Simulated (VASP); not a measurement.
A run of VASP 6.6.1 is set up as follows.

File INCAR:

```
SYSTEM = Cu
PREC = Accurate
ENCUT = 520
EDIFF = 1E-6
ISMEAR = -1
SIGMA = 0.1
LREAL = .FALSE.
LASPH = .TRUE.
NELM = 80
ALGO = Normal
ISIF = 2
LWAVE = .FALSE.
LCHARG = .TRUE.
GGA = PE
LELF = .TRUE.
LVHAR = .TRUE.
NBANDS = 18
```

KPOINTS

```
regular mesh
0
G
  16 16 9
  0 0 0
```

File POSCAR:

```
Cu
1.0
    2.5661520238      0.0000000000      0.0000000000
   -1.2830760119      2.2223528426      0.0000000000
    0.0000000000      0.0000000000      4.2018316688
Cu
2
Direct
    0.3333333333      0.6666666667      0.2500000000
    0.6666666667      0.3333333333      0.7500000000
```

Potentials or basis: VASP PAW PBE potentials, release 64 (Cu).

Run with:

```console
$ cat potpaw_PBE.64/Cu/POTCAR > POTCAR
$ mpirun -np 1 vasp_std > vasp.out
```

**Question.** Estimate the pressure.

**Answer.** 0.7 GPa.

**Question.** What does it give for the band gap on the k mesh?

**Answer.** Zero (band 11 reaches 10.72 eV, above the bottom of band 12 at 5.53 eV).

Stress tensor (GPa, compression positive):
```
0.76 0.00 0.00
0.00 0.76 0.00
0.00 0.00 0.57
```
